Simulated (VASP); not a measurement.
# Te2Mo (P2_1/m) in VASP: further runs

Runs on Te2Mo. Level: PBE+D3(BJ). Tasks: single point.

All numbers are computed with VASP 6.6.1; they aren't measurements. Logs are shortened: lines on timing, memory, paths and dates and some standing lists are left out, and cuts for length are marked.

## (1) The cell of the first run

It takes space group P2_1/m (No. 11, monoclinic). Conventional cell: a = 6.330 Å, b = 3.469 Å, c = 13.860 Å, α = 90.00°, β = 93.92°, γ = 90.00°. Te (site symmetry m) has 3 Mo at 2.70 to 2.71 Å and 6 Te at 3.47 to 3.70 Å within 3.7 Å. Te (site symmetry m) has 3 Mo at 2.79 to 2.82 Å and 8 Te at 3.47 to 3.67 Å within 3.7 Å. Within 3.7 Å of Te (site symmetry m) lie 3 Mo at 2.70 Å and 6 Te at 3.47 to 3.67 Å. Within 3.7 Å of Te (site symmetry m) lie 3 Mo at 2.79 to 2.81 Å and 8 Te at 3.47 to 3.70 Å. Mo (site symmetry m) has 6 Te at 2.70 to 2.81 Å and 4 Mo at 2.90 to 3.47 Å within 3.6 Å. Within 3.6 Å of Mo (site symmetry m) lie 6 Te at 2.70 to 2.82 Å and 4 Mo at 2.89 to 3.47 Å.

## (2) Single point, PBE+D3(BJ)

Input file INCAR:

```
PREC = Accurate
ENCUT = 520
EDIFF = 1E-7
ISMEAR = 0
SIGMA = 0.1
LREAL = False
LASPH = True
NELM = 100
ALGO = Normal
ISIF = 2
LWAVE = False
LCHARG = False
GGA = PE
IVDW = 12
NBANDS = 64
```

Input file KPOINTS:

```
regular mesh
0
Gamma
  4 6 2
```

Input file POSCAR:

```
Te2Mo
1.0
    6.3300000000      0.0000000000      0.0000000000
    0.0000000000      3.4690000000      0.0000000000
   -0.9467947088      0.0000000000     13.8276237937
Te Mo
8 4
Direct
    0.5568000000      0.7500000000      0.3516000000
    0.4432000000      0.2500000000      0.6484000000
    0.5888000000      0.2500000000      0.1045000000
    0.4112000000      0.7500000000      0.8955000000
    0.0970000000      0.7500000000      0.1486000000
    0.9030000000      0.2500000000      0.8514000000
    0.0563000000      0.2500000000      0.3955000000
    0.9437000000      0.7500000000      0.6045000000
    0.3181000000      0.7500000000      0.5066000000
    0.6819000000      0.2500000000      0.4934000000
    0.1833000000      0.2500000000      0.0074000000
    0.8167000000      0.7500000000      0.9926000000
```

Potentials or basis: VASP PAW PBE potentials, release 64 (Te, Mo_sv).

The run is started by

```bash
$ cat potpaw_PBE.64/Te/POTCAR potpaw_PBE.64/Mo_sv/POTCAR > POTCAR
$ mpirun -np 1 vasp_std > vasp.out
```

OUTCAR:

```text
PREC = Accurate
   ENCUT = 520
   EDIFF = 1E-7
   ISMEAR = 0
   LREAL = False
   LASPH = True
   NELM = 100
   ISIF = 2
   GGA = PE
   IVDW = 12
 IVDW          = 12

 ion  position               nearest neighbor table
   1  0.557  0.750  0.352-  10 2.70  10 2.70   9 2.71   7 3.62   7 3.62
   2  0.443  0.250  0.648-   9 2.70   9 2.70  10 2.71   8 3.62   8 3.62
   3  0.589  0.250  0.105-  12 2.79  12 2.79  11 2.82   4 3.50   4 3.50   5 3.65   5 3.65   5 3.67
                             5 3.67
   4  0.411  0.750  0.895-  11 2.79  11 2.79  12 2.82   3 3.50   3 3.50   6 3.65   6 3.65   6 3.67
                             6 3.67
   5  0.097  0.750  0.149-  11 2.70  11 2.70  12 2.70   3 3.65   3 3.65   3 3.67   3 3.67
   6  0.903  0.250  0.851-  12 2.70  12 2.70  11 2.70   4 3.65   4 3.65   4 3.67   4 3.67
   7  0.056  0.250  0.395-   9 2.79   9 2.79  10 2.81   8 3.49   8 3.49   1 3.62   1 3.62
   8  0.944  0.750  0.605-  10 2.79  10 2.79   9 2.81   7 3.49   7 3.49   2 3.62   2 3.62
   9  0.318  0.750  0.507-   2 2.70   2 2.70   1 2.71   7 2.79   7 2.79   8 2.81  10 2.90  10 2.90

  10  0.682  0.250  0.493-   1 2.70   1 2.70   2 2.71   8 2.79   8 2.79   7 2.81   9 2.90   9 2.90

  11  0.183  0.250  0.007-   5 2.70   5 2.70   6 2.70   4 2.79   4 2.79   3 2.82  12 2.89  12 2.89

  12  0.817  0.750  0.993-   6 2.70   6 2.70   5 2.70   3 2.79   3 2.79   4 2.82  11 2.89  11 2.89

  LATTYP: Found a simple monoclinic cell.
 ALAT       =     6.3300000000
 B/A-ratio  =     0.5480252765
 C/A-ratio  =     2.1895734597
 COS(beta)  =    -0.0683113066

  Lattice vectors:

 A1 = (   6.3300000000,   0.0000000000,   0.0000000000)
 A2 = (   0.0000000000,   3.4690000000,   0.0000000000)
 A3 = (  -0.9467947088,   0.0000000000,  13.8276237937)

Analysis of symmetry for initial positions (statically):
=====================================================================
 Subroutine PRICEL returns:
 Original cell was already a primitive cell.

 Routine SETGRP: Setting up the symmetry group for a
 simple monoclinic supercell.

 Subroutine GETGRP returns: Found  4 space group operations
 (whereof  2 operations were pure point group operations)
 out of a pool of  4 trial point group operations.

The static configuration has the point symmetry S_2 .
 The point group associated with its full space group is C_2h.

Analysis of symmetry for dynamics (positions and initial velocities):
=====================================================================
 Subroutine PRICEL returns:
 Original cell was already a primitive cell.

 Routine SETGRP: Setting up the symmetry group for a
 simple monoclinic supercell.
[... 139 lines left out ...]
   EFERMI =   0.00;   METHOD = LEGACY
   ISMEAR =     0;   SIGMA  =   0.10  broadening in eV -4-tet -1-fermi 0-gaus
   EFERMI_NEDOS =   21; number of points for ismear=-14 and -15
   IALGO  =     38    algorithm
   IMIX   =      4    mixing-type and parameters
     AMIX     =   0.40;   BMIX     =  1.00
     AMIX_MAG =   1.60;   BMIX_MAG =  1.00
  volume/ion in A,a.u.               =      25.30       170.75
  Fermi-wavevector in a.u.,A,eV,Ry     =   1.145427  2.164543 17.850885  1.312003
  Thomas-Fermi vector in A             =   2.282115
   LORBIT       =      0    0 simple, 1 ext, 2 COOP (PROOUT), +10 PAW based schemes
   GGA     = PE    functional components
   LHFCALC =     F    Hartree Fock is set to
   AEXX    =    0.0000 exact exchange contribution
   IVDW    =    12    specifies the selected vdW correction
   LEPSILON=     F    determine dielectric tensor
   LRPA    =     F    only Hartree local field effects (RPA)
 non-spin polarized calculation
 Gauss-broadening in eV      SIGMA  =   0.10
  energy-cutoff  :      520.00
  volume of cell :      303.64
 maximum number of plane-waves:      8239
 NGX is ok and might be reduce to    48
   NGX = 23   NGY = 13   NGZ = 51

 number of electron     103.9999999 magnetization

 Free energy of the ion-electron system (eV)
  ---------------------------------------------------
  ext. energy  EPLUGINS =         0.00000000
  ---------------------------------------------------
  free energy    TOTEN  =       -71.80981474 eV

  energy without entropy =      -71.78654287  energy(sigma->0) =      -71.79817881

 E-fermi :   8.2254     XC(G=0): -10.3633

 val. band max:        8.2223509336   @ k =   0.5000   0.0000   0.0000
 cond. band min:       8.2570933333   @ k =   0.5000   0.0000   0.5000
 fundamental gap:      0.0347423997
 Fermi energy:         8.2254309630

 k-point     1 :       0.0000    0.0000    0.0000
  band No.  band energies     occupation
      1     -52.8522      2.00000
      2     -52.8237      2.00000
      3     -52.7953      2.00000
      4     -52.7653      2.00000
      5     -27.1077      2.00000
      6     -27.0825      2.00000
[... 1597 lines left out ...]
     63      10.5433      0.00000
     64      10.5433      0.00000

------------------------ aborting loop because EDIFF is reached ----------------------------------------

 Edisp (eV)   -6.35217

 E8    (eV) :    -2.9305

  FORCE on cell =-STRESS in cart. coord.  units (eV):
  Direction    XX          YY          ZZ          XY          YZ          ZX
  --------------------------------------------------------------------------------------
  -------------------------------------------------------------------------------------
  Total      -1.19436    -1.74043    -1.54553     0.00000     0.00000     0.13933
  in kB      -6.30218    -9.18356    -8.15517     0.00000     0.00000     0.73522
  external pressure =       -7.88 kB  Pullay stress =        0.00 kB

 VOLUME and BASIS-vectors are now :
 -----------------------------------------------------------------------------
  energy-cutoff  :      520.00
  volume of cell :      303.64
      direct lattice vectors                 reciprocal lattice vectors
     6.330000000  0.000000000  0.000000000     0.157977883  0.000000000  0.010816943
     0.000000000  3.469000000  0.000000000     0.000000000  0.288267512  0.000000000
    -0.946794709  0.000000000 13.827623794     0.000000000  0.000000000  0.072319005

 POSITION                                       TOTAL-FORCE (eV/Angst)
 -----------------------------------------------------------------------------------
      3.19165      2.60175      4.86179         0.020944     -0.000000     -0.112835
      2.19155      0.86725      8.96583        -0.020944      0.000000      0.112835
      3.62816      0.86725      1.44499        -0.046623     -0.000000      0.040203
      1.75504      2.60175     12.38264         0.046623      0.000000     -0.040203
      0.47332      2.60175      2.05478         0.012648     -0.000000      0.158049
      4.90989      0.86725     11.77284        -0.012648     -0.000000     -0.158049
     -0.01808      0.86725      5.46883        -0.066180     -0.000000     -0.079548
      5.40128      2.60175      8.35880         0.066180     -0.000000      0.079548
      1.53393      2.60175      7.00507         0.160190     -0.000000     -0.032251
      3.84928      0.86725      6.82255        -0.160190     -0.000000      0.032251
      1.15328      0.86725      0.10232        -0.075858     -0.000000     -0.041886
      4.22992      2.60175     13.72530         0.075858     -0.000000      0.041886
 -----------------------------------------------------------------------------------
    total drift:                               -0.000000      0.000000     -0.000000

  FREE ENERGIE OF THE ION-ELECTRON SYSTEM (eV)
  ---------------------------------------------------
  free  energy   TOTEN  =       -78.1619798328 eV

  energy  without entropy=      -78.1387079609  energy(sigma->0) =      -78.15034390
```

OSZICAR:

```text
N       E                     dE             d eps       ncg     rms          rms(c)
[... 14 lines left out ...]
DAV:  15    -0.718098299674E+02    0.53685E-04   -0.23982E-04  3936   0.503E-02    0.139E-01
DAV:  16    -0.718098265701E+02    0.33973E-05   -0.18049E-05  3856   0.126E-02    0.932E-02
DAV:  17    -0.718098216468E+02    0.49233E-05   -0.58964E-06  3840   0.843E-03    0.626E-02
DAV:  18    -0.718098159583E+02    0.56885E-05   -0.87478E-06  4000   0.106E-02    0.226E-02
DAV:  19    -0.718098151788E+02    0.77953E-06   -0.12417E-06  3480   0.381E-03    0.899E-03
DAV:  20    -0.718098148214E+02    0.35737E-06   -0.42912E-07  2848   0.229E-03    0.443E-03
DAV:  21    -0.718098146997E+02    0.12176E-06   -0.14196E-07  1888   0.150E-03    0.109E-03
DAV:  22    -0.718098147433E+02   -0.43612E-07   -0.37120E-08  1872   0.600E-04
   1 F= -.78161980E+02 E0= -.78150344E+02  d E =-.232719E-01
```

It took 8.1 min on 1 thread of AMD EPYC 9R45 (Zen 5), shared host; peak memory 0.57 GiB.

What came out:

```yaml
Free_energy: -78.1620 eV
Pressure: -0.8 GPa
Largest_force: 0.163 eV/Å
Band_gap_on_the_k_mesh: zero (bands 52 and 53 overlap by 0.20 eV)
Dispersion_energy_per_atom: -0.529 eV
```

Forces in eV/Å, atoms in the order of the input:
```
Te   0.021  0.000 -0.113
Te  -0.021  0.000  0.113
Te  -0.047  0.000  0.040
Te   0.047  0.000 -0.040
Te   0.013  0.000  0.158
Te  -0.013  0.000 -0.158
Te  -0.066  0.000 -0.080
Te   0.066  0.000  0.080
Mo   0.160  0.000 -0.032
Mo  -0.160  0.000  0.032
Mo  -0.076  0.000 -0.042
Mo   0.076  0.000  0.042
```

Stress tensor (GPa, compression positive):
```
-0.63  0.00  0.07
 0.00 -0.92  0.00
 0.07  0.00 -0.82
```

Caveat: spin-orbit coupling is left out, which moves the levels of the heavy elements.

## (3) Single point, PBE+D3(BJ) (23.57 Å³/atom)

This run uses another cell than the first one, of 23.57 Å³/atom.

Input file INCAR:

```
PREC     = Accurate       # precision mode
ENCUT    = 520            # plane-wave cutoff, eV
EDIFF    = 1E-6           # SCF threshold, eV
ISMEAR   = 0              # smearing method
SIGMA    = 0.1            # smearing width, eV
LREAL    = False          # projectors in reciprocal space
LASPH    = True           # aspherical terms in the spheres
NELM     = 100            # most SCF steps
ALGO     = Fast           # electronic algorithm
ISIF     = 2              # what is computed and relaxed
LWAVE    = False          # write WAVECAR
LCHARG   = False          # write CHGCAR
GGA      = PE             # functional
IVDW     = 12             # dispersion correction
NBANDS   = 64             # bands
```

Input file KPOINTS:

```
regular mesh
0
Gamma
  6 10 4
```

Input file POSCAR:

```
Te2Mo
1.0
    6.3052822375      0.0000000000     -0.0313451408
    0.0000000000      3.4475425950      0.0000000000
   -1.0095652713      0.0000000000     13.0147097218
Te Mo
8 4
Direct
    0.5541427710      0.7500000000      0.3424066388
    0.4458572290      0.2500000000      0.6575933612
    0.5910916197      0.2500000000      0.1084682969
    0.4089083803      0.7500000000      0.8915317031
    0.0982306233      0.7500000000      0.1584945117
    0.9017693767      0.2500000000      0.8415054883
    0.0504778581      0.2500000000      0.3909877679
    0.9495221419      0.7500000000      0.6090122321
    0.3193732746      0.7500000000      0.5062238791
    0.6806267254      0.2500000000      0.4937761209
    0.1828944750      0.2500000000      0.0084370590
    0.8171055250      0.7500000000      0.9915629410
```

Potentials or basis: VASP PAW PBE potentials, release 64 (Te, Mo_sv).

The run is started by

```bash
$ cat potpaw_PBE.64/Te/POTCAR potpaw_PBE.64/Mo_sv/POTCAR > POTCAR
$ mpirun -np 1 vasp_std > vasp.out
```

Wall time 42 min (1 thread of Oxide Virtual Turin-like, shared host); peak memory 1.1 GiB.

The run converged. Its results:

```yaml
Free_energy: -78.1799 eV
Pressure: 1.7 GPa
Largest_force: 0.020 eV/Å
Band_gap_on_the_k_mesh: zero (bands 52 and 53 overlap by 0.51 eV)
Dispersion_energy_per_atom: -0.568 eV
```

Forces on the atoms (eV/Å):
```
Te  -0.002  0.000 -0.011
Te   0.002  0.000  0.011
Te  -0.001  0.000  0.008
Te   0.001  0.000 -0.008
Te   0.001  0.000  0.010
Te  -0.001  0.000 -0.010
Te   0.001  0.000 -0.006
Te  -0.001  0.000  0.006
Mo  -0.017  0.000 -0.002
Mo   0.017  0.000  0.002
Mo   0.019  0.000  0.005
Mo  -0.019  0.000 -0.005
```

Levels at points of the mesh, in eV from the Fermi level:
```
           k point  band 49  band 50  band 51  band 52  band 53  band 54  band 55  band 56
(0.00, 0.00, 0.00)    -0.35    -0.31     0.11     0.36     0.49     0.69     0.75     0.94
(0.50, 0.00, 0.00)    -1.00    -0.98    -0.51    -0.43    -0.15    -0.12     0.76     0.76
(0.00, 0.50, 0.00)    -1.67    -1.67    -1.44    -1.44     0.87     0.87     1.12     1.12
(0.50, 0.50, 0.00)    -1.23    -1.23    -1.10    -1.10     0.90     0.90     1.05     1.05
(0.00, 0.00, 0.50)    -0.18    -0.14     0.12     0.32     0.39     0.52     0.81     0.89
(0.50, 0.00, 0.50)    -1.01    -0.99    -0.67    -0.25    -0.05     0.00     0.65     0.83
(0.00, 0.50, 0.50)    -1.68    -1.68    -1.50    -1.50     0.81     0.81     1.14     1.14
(0.50, 0.50, 0.50)    -1.22    -1.22    -1.09    -1.09     0.94     0.94     0.98     0.98
```

Caveat: spin-orbit coupling is left out, which moves the levels of the heavy elements.
